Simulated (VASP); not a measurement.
# Si (Fd-3m) in VASP: a series of runs

Si is run at these levels: LDA; tasks: single point, relaxation of cell and atoms.

Program: VASP 6.6.1. These are calculated values, not measurements. Logs are shortened: lines on timing, memory, paths and dates and some standing lists are left out, and cuts for length are marked.

### Step 1. The cell of the first run

The structure is cubic, space group Fd-3m (No. 227). Conventional cell: a = 5.402 Å, b = 5.402 Å, c = 5.402 Å, α = 90.00°, β = 90.00°, γ = 90.00°. Si (site symmetry -43m) has 4 Si at 2.34 Å within 3.1 Å.

### Step 2. Single point, LDA

INCAR reads:

```
ALGO = Normal
EDIFF = 1E-6
ENCUT = 520
ISIF = 2
ISMEAR = 0
LASPH = T
LCHARG = F
LREAL = F
LWAVE = F
NBANDS = 11
NELM = 100
PREC = Accurate
SIGMA = 0.02
```

KPOINTS reads:

```
k-points
0
Gamma
  8 8 8
```

POSCAR reads:

```
Si
1.0
    0.0000000000      2.7009711377      2.7009711377
    2.7009711377      0.0000000000      2.7009711377
    2.7009711377      2.7009711377      0.0000000000
Si
2
Direct
    0.7500000000      0.7500000000      0.7500000000
    0.5000000000      0.5000000000      0.5000000000
```

Potentials or basis: VASP PAW LDA potentials, release 64 (Si).

Run with:

```bash
cat potpaw_LDA.64/Si/POTCAR > POTCAR
mpirun -np 1 vasp_std > vasp.out
```

OUTCAR:

```text
EDIFF = 1E-6
   ENCUT = 520
   ISIF = 2
   ISMEAR = 0
   LASPH = T
   LREAL = F
   NELM = 100
   PREC = Accurate

 ion  position               nearest neighbor table
   1  0.750  0.750  0.750-   2 2.34   2 2.34   2 2.34   2 2.34
   2  0.500  0.500  0.500-   1 2.34   1 2.34   1 2.34   1 2.34

  LATTYP: Found a face centered cubic cell.
 ALAT       =     5.4019422754

  Lattice vectors:

 A1 = (   0.0000000000,   2.7009711377,   2.7009711377)
 A2 = (   2.7009711377,   0.0000000000,   2.7009711377)
 A3 = (   2.7009711377,   2.7009711377,   0.0000000000)

Analysis of symmetry for initial positions (statically):
=====================================================================
 Subroutine PRICEL returns:
 Original cell was already a primitive cell.

 Routine SETGRP: Setting up the symmetry group for a
 face centered cubic supercell.

 Subroutine GETGRP returns: Found 48 space group operations
 (whereof 24 operations were pure point group operations)
 out of a pool of 48 trial point group operations.

The static configuration has the point symmetry T_d .
 The point group associated with its full space group is O_h .

Analysis of symmetry for dynamics (positions and initial velocities):
=====================================================================
 Subroutine PRICEL returns:
 Original cell was already a primitive cell.

 Routine SETGRP: Setting up the symmetry group for a
 face centered cubic supercell.

 Subroutine GETGRP returns: Found 48 space group operations
 (whereof 24 operations were pure point group operations)
 out of a pool of 48 trial point group operations.

The dynamic configuration has the point symmetry T_d .
 The point group associated with its full space group is O_h .

 Subroutine INISYM returns: Found 48 space group operations
 (whereof 24 operations are pure point group operations),
 and found     1 'primitive' translations

----------------------------------------------------------------------------------------

                                     Primitive cell

  volume of cell :      39.4085

  direct lattice vectors                    reciprocal lattice vectors
     0.000000000  2.700971138  2.700971138    -0.185118602  0.185118602  0.185118602
     2.700971138  0.000000000  2.700971138     0.185118602 -0.185118602  0.185118602
     2.700971138  2.700971138  0.000000000     0.185118602  0.185118602 -0.185118602

  length of vectors
     3.819750015  3.819750015  3.819750015     0.320634823  0.320634823  0.320634823

  position of ions in fractional coordinates (direct lattice)
     0.750000000  0.750000000  0.750000000
     0.500000000  0.500000000  0.500000000

  ion indices of the primitive-cell ions
   primitive index   ion index
                 1           1
                 2           2

----------------------------------------------------------------------------------------

 KPOINTS: k-points

Automatic generation of k-mesh.
 Grid dimensions read from file:
 generate k-points for:    8    8    8

 Generating k-lattice:

  Cartesian coordinates                     Fractional coordinates (reciprocal lattice)
    -0.023139825  0.023139825  0.023139825     0.125000000  0.000000000  0.000000000
     0.023139825 -0.023139825  0.023139825     0.000000000  0.125000000  0.000000000
     0.023139825  0.023139825 -0.023139825     0.000000000  0.000000000  0.125000000

  Length of vectors
     0.040079353  0.040079353  0.040079353

  Shift w.r.t. Gamma in fractional coordinates (k-lattice)
     0.000000000  0.000000000  0.000000000

 Subroutine IBZKPT returns following result:
 ===========================================

 Found     29 irreducible k-points:

 Following reciprocal coordinates:
            Coordinates               Weight
  0.000000  0.000000  0.000000      1.000000
  0.125000  0.000000  0.000000      8.000000
  0.250000  0.000000  0.000000      8.000000
  0.375000  0.000000  0.000000      8.000000
  0.500000  0.000000  0.000000      4.000000
  0.125000  0.125000  0.000000      6.000000
[... 16 lines left out ...]
  0.500000  0.250000  0.125000     48.000000
 -0.375000  0.250000  0.125000     24.000000
 [... further k-points ...]
   k-points           NKPTS =     29   k-points in BZ     NKDIM =     29   number of bands    NBANDS=     11
   number of dos      NEDOS =    301   number of ions     NIONS =      2
   total plane-waves  NPLWV =  21952
   dimension x,y,z NGX =    28 NGY =   28 NGZ =   28
   dimension x,y,z NGXF=    56 NGYF=   56 NGZF=   56
   ions per type =               2
   NGX,Y,Z   is equivalent  to a cutoff of  12.19, 12.19, 12.19 a.u.
   NGXF,Y,Z  is equivalent  to a cutoff of  24.37, 24.37, 24.37 a.u.
 SYSTEM =  unknown system
   PREC   = accura    normal or accurate (medium, high low for compatibility)
   ISTART =      0    job   : 0-new  1-cont  2-samecut
   ICHARG =      2    charge: 1-file 2-atom 10-const
   ISPIN  =      1    spin polarized calculation?
   LNONCOLLINEAR =      F non collinear calculations
   LSORBIT =      F    spin-orbit coupling
   LASPH  =      T    aspherical Exc in radial PAW
   ENCUT  =  520.0 eV  38.22 Ry    6.18 a.u.   7.10  7.10  7.10*2*pi/ulx,y,z
   NELM   =    100;   NELMIN=  2; NELMDL= -5     # of ELM steps
   EDIFF  = 0.1E-05   stopping-criterion for ELM
   LREAL  =      F    real-space projection
   EDIFFG = 0.1E-04   stopping-criterion for IOM
   NSW    =      0    number of steps for IOM
   IBRION =     -1    ionic relax: 0-MD 1-quasi-New 2-CG
   NFREE  =      0    steps in history (QN), initial steepest desc. (CG)
   ISIF   =      2    stress and relaxation
   ISYM   =      2    0-nonsym 1-usesym 2-fastsym
   POTIM  = 0.5000    time-step for ionic-motion
   TEBEG  =    0.0;   TEEND  =   0.0 temperature during run
   PSTRESS=    0.0 pullay stress
   NELECT =       8.0000    total number of electrons
   NUPDOWN=      -1.0000    fix difference up-down
   EMIN   =  10.00;   EMAX   =-10.00  energy-range for DOS
   EFERMI =   0.00;   METHOD = LEGACY
   ISMEAR =     0;   SIGMA  =   0.02  broadening in eV -4-tet -1-fermi 0-gaus
   EFERMI_NEDOS =   21; number of points for ismear=-14 and -15
   IALGO  =     38    algorithm
   IMIX   =      4    mixing-type and parameters
     AMIX     =   0.40;   BMIX     =  1.00
     AMIX_MAG =   1.60;   BMIX_MAG =  1.00
  volume/ion in A,a.u.               =      19.70       132.97
  Fermi-wavevector in a.u.,A,eV,Ry     =   0.962147  1.818195 12.595285  0.925727
  Thomas-Fermi vector in A             =   2.091581
   LORBIT       =      0    0 simple, 1 ext, 2 COOP (PROOUT), +10 PAW based schemes
   GGA     = CA    functional components
   LHFCALC =     F    Hartree Fock is set to
   AEXX    =    0.0000 exact exchange contribution
   IVDW    =     0    specifies the selected vdW correction
   LEPSILON=     F    determine dielectric tensor
   LRPA    =     F    only Hartree local field effects (RPA)
 non-spin polarized calculation
 Gauss-broadening in eV      SIGMA  =   0.02
  energy-cutoff  :      520.00
  volume of cell :       39.41
 maximum number of plane-waves:      1072
   NGX = 15   NGY = 15   NGZ = 15

 number of electron       8.0000001 magnetization

 Free energy of the ion-electron system (eV)
  ---------------------------------------------------
  ext. energy  EPLUGINS =         0.00000000
  ---------------------------------------------------
  free energy    TOTEN  =       -11.91556938 eV

  energy without entropy =      -11.91556938  energy(sigma->0) =      -11.91556938

 E-fermi :   6.0811     XC(G=0):  -9.6651

 val. band max:        5.9350070762   @ k =   0.0000   0.0000   0.0000
 cond. band min:       6.4244031377   @ k =   0.3750   0.3750   0.0000
 fundamental gap:      0.4893960615
 Fermi energy:         6.0811447209

 k-point     1 :       0.0000    0.0000    0.0000
  band No.  band energies     occupation
      1      -6.1320      2.00000
      2       5.9350      2.00000
      3       5.9350      2.00000
      4       5.9350      2.00000
      5       8.4651      0.00000
      6       8.4651      0.00000
      7       8.4651      0.00000
      8       9.3272      0.00000
      9      13.6702      0.00000
     10      13.6702      0.00000
     11      13.6792      0.00000

 k-point     2 :       0.1250    0.0000    0.0000
  band No.  band energies     occupation
      1      -5.9250      2.00000
      2       4.3178      2.00000
      3       5.6408      2.00000
      4       5.6408      2.00000
      5       8.4029      0.00000
      6       8.8958      0.00000
      7       8.8958      0.00000
      8      10.6585      0.00000
      9      13.1591      0.00000
     10      13.1591      0.00000
     11      14.4933      0.00000

 k-point     3 :       0.2500    0.0000    0.0000
  band No.  band energies     occupation
      1      -5.3205      2.00000
      2       1.9628      2.00000
      3       5.1657      2.00000
      4       5.1657      2.00000
      5       7.9184      0.00000
      6       9.4101      0.00000
      7       9.4101      0.00000
      8      12.8299      0.00000
      9      13.1037      0.00000
     10      13.1037      0.00000
     11      14.7638      0.00000

 k-point     4 :       0.3750    0.0000    0.0000
  band No.  band energies     occupation
      1      -4.4099      2.00000
      2      -0.0854      2.00000
      3       4.8377      2.00000
      4       4.8377      2.00000
      5       7.5500      0.00000
      6       9.3376      0.00000
      7       9.3376      0.00000
      8      13.6475      0.00000
      9      14.5068      0.00000
     10      14.5068      0.00000
     11      15.5646      0.00000

 k-point     5 :       0.5000    0.0000    0.0000
  band No.  band energies     occupation
      1      -3.7530      2.00000
      2      -1.1307      2.00000
      3       4.7259      2.00000
      4       4.7259      2.00000
      5       7.4211      0.00000
      6       9.2194      0.00000
      7       9.2194      0.00000
      8      13.4718      0.00000
      9      16.4931      0.00000
     10      16.4931      0.00000
     11      17.2143      0.00000
[... 211 lines left out ...]
 k-point    21 :       0.5000    0.5000    0.0000
  band No.  band energies     occupation
      1      -1.9304      2.00000
      2      -1.9304      2.00000
      3       3.0401      2.00000
      4       3.0401      2.00000
      5       6.5079      0.00000
      6       6.5079      0.00000
      7      16.0491      0.00000
      8      16.0491      0.00000
      9      16.9072      0.00000
     10      16.9072      0.00000
     11      18.5136      0.00000

 k-point    22 :       0.3750    0.2500    0.1250
  band No.  band energies     occupation
      1      -4.7832      2.00000
      2       1.6241      2.00000
      3       3.1590      2.00000
      4       4.4842      2.00000
      5       8.3145      0.00000
      6       9.8058      0.00000
      7      10.0501      0.00000
      8      11.4201      0.00000
      9      13.7147      0.00000
     10      16.2147      0.00000
     11      16.9147      0.00000

 k-point    23 :       0.5000    0.2500    0.1250
  band No.  band energies     occupation
      1      -3.8788      2.00000
      2       0.0469      2.00000
      3       2.5459      2.00000
      4       3.9689      2.00000
      5       8.7416      0.00000
      6       9.4311      0.00000
      7      10.8999      0.00000
      8      11.8495      0.00000
      9      14.9446      0.00000
     10      15.6229      0.00000
     11      17.8700      0.00000

 k-point    24 :      -0.3750    0.2500    0.1250
  band No.  band energies     occupation
      1      -3.2085      2.00000
      2      -0.9220      2.00000
      3       2.4194      2.00000
      4       3.7332      2.00000
      5       8.9552      0.00000
      6       8.9746      0.00000
      7      11.8274      0.00000
      8      13.0035      0.00000
      9      13.3029      0.00000
     10      16.4683      0.00000
     11      17.6291      0.00000

 [... further k-points ...]
[... 5 lines left out ...]
  --------------------------------------------------------------------------------------
  -------------------------------------------------------------------------------------
  Total        0.0137680      0.0137680      0.0137680     -0.0000000      0.0000000     -0.0000000
  in kB        0.5597473      0.5597473      0.5597473     -0.0000000      0.0000000     -0.0000000
  external PRESSURE =       0.5597473 kB  Pullay stress =       0.0000000 kB

 VOLUME and BASIS-vectors are now :
 -----------------------------------------------------------------------------
  energy-cutoff  :      520.00
  volume of cell :       39.41
      direct lattice vectors                 reciprocal lattice vectors
     0.000000000  2.700971138  2.700971138    -0.185118602  0.185118602  0.185118602
     2.700971138  0.000000000  2.700971138     0.185118602 -0.185118602  0.185118602
     2.700971138  2.700971138  0.000000000     0.185118602  0.185118602 -0.185118602

 POSITION                                       TOTAL-FORCE (eV/Angst)
 -----------------------------------------------------------------------------------
      4.05146      4.05146      4.05146         0.000000      0.000000      0.000000
      2.70097      2.70097      2.70097        -0.000000     -0.000000     -0.000000
 -----------------------------------------------------------------------------------
    total drift:                                0.000000      0.000000     -0.000000

  FREE ENERGIE OF THE ION-ELECTRON SYSTEM (eV)
  ---------------------------------------------------
  free  energy   TOTEN  =       -11.9155693786 eV

  energy  without entropy=      -11.9155693786  energy(sigma->0) =      -11.91556938
```

Run time: 3.7 s. Hardware: 1 thread of Intel Xeon 6975P-C (Granite Rapids), shared host; peak memory 0.13 GiB.

What came out:

```
Free energy            : -11.9156 eV
Pressure               : 0.1 GPa
Band gap on the k mesh : 0.49 eV, indirect (least direct gap 2.53 eV)
```

Levels at points of the mesh, in eV from the valence-band top:
```csv
k point,band 1,band 2,band 3,band 4,band 5,band 6,band 7,band 8,band 9
"(0.00, 0.00, 0.00)",-12.07,0.00,0.00,0.00,2.53,2.53,2.53,3.39,7.74
"(0.50, 0.00, 0.00)",-9.69,-7.07,-1.21,-1.21,1.49,3.28,3.28,7.54,10.56
"(0.50, 0.50, 0.00)",-7.87,-7.87,-2.89,-2.89,0.57,0.57,10.11,10.11,10.97
```

[end of part 1 of 2]
